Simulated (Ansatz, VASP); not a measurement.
# O: VASP beside Ansatz

```xyz
4
Lattice="2.5610 0.0000 0.0000 -1.2805 2.2179 0.0000 0.0000 0.0000 6.7065" Properties=species:S:1:pos:R:3 pbc="T T T"
O     0.0000    1.4786    1.0797
O     1.2805    0.7393    4.4330
O     0.0000    1.4786    2.2735
O     1.2805    0.7393    5.6268
```

Change from the starting cell: zz strain of +2 %.

Alike in both runs: task single point; functional PBEsol; k mesh 13 × 13 × 5; occupations fermi-dirac, width 0.03 eV; no spin polarisation.

|  | VASP | Ansatz |
| --- | --- | --- |
| version | VASP 6.6.1 | Ansatz 0.2.0 |
| potentials or method | VASP PAW PBE potentials, release 64 (O), cutoff 520 eV | all-electron LAPW, scalar-relativistic |

Ansatz gave:

| Quantity | Value |
| --- | --- |
| pressure (GPa) | 3.6 |
| traceless stress, the component that is largest in VASP (GPa) | 17.60 |
| rms of the force components (eV/Å) | 0.436 |

**Question.** Which values does VASP return?

**Answer.** Pressure (GPa): 8.1; traceless stress, the component that is largest in VASP (GPa): 27.68; rms of the force components (eV/Å): 1.317.

VASP's potentials were made for PBE, not for PBEsol. Atom by atom the forces differ by 0.881 eV/Å (rms over components). Ansatz ran all-electron here, and VASP with PAW potentials.

Noted on VASP's run: the standard files for N, O and F lose accuracy on very short bonds; spin is off for a triplet molecule.
